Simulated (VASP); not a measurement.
A run of VASP 6.6.1:

Contents of INCAR:

```
PREC = Accurate
ENCUT = 520
EDIFF = 1E-8
ISMEAR = -1
SIGMA = 0.05
LREAL = F
LASPH = T
NELM = 60
ALGO = Normal
ISIF = 2
LWAVE = F
LCHARG = F
GGA = CA
LEFG = T
NBANDS = 28
```

The input KPOINTS:

```
Automatic mesh
0
Gamma
  8 8 8
```

POSCAR

```
BaTiO3
1.0
    4.0073000000     -0.0400730000     -0.0400730000
   -0.0400730000      4.0073000000     -0.0400730000
   -0.0400730000     -0.0400730000      4.0073000000
Ba Ti O
1 1 3
Direct
    0.5000000000      0.5000000000      0.5000000000
    0.0000000000      0.0000000000      0.0000000000
    0.5000000000      0.0000000000      0.0000000000
    0.0000000000      0.5000000000      0.0000000000
    0.0000000000      0.0000000000      0.5000000000
```

Potentials or basis: VASP PAW LDA potentials, release 64 (Ba_sv, Ti_sv, O).

Launch:

```console
$ cat potpaw_LDA.64/Ba_sv/POTCAR potpaw_LDA.64/Ti_sv/POTCAR potpaw_LDA.64/O/POTCAR > POTCAR
$ mpirun -np 1 vasp_std > vasp.out
```

Hardware: 1 thread of Intel(R) Xeon(R) Platinum 8559C (Emerald Rapids) (shared host).

Estimate the wall time of this run.

It took 68 s on 1 thread of Intel(R) Xeon(R) Platinum 8559C (Emerald Rapids) (shared host), peak memory 0.23 GiB. Counts: scf iterations 17, k points 65.
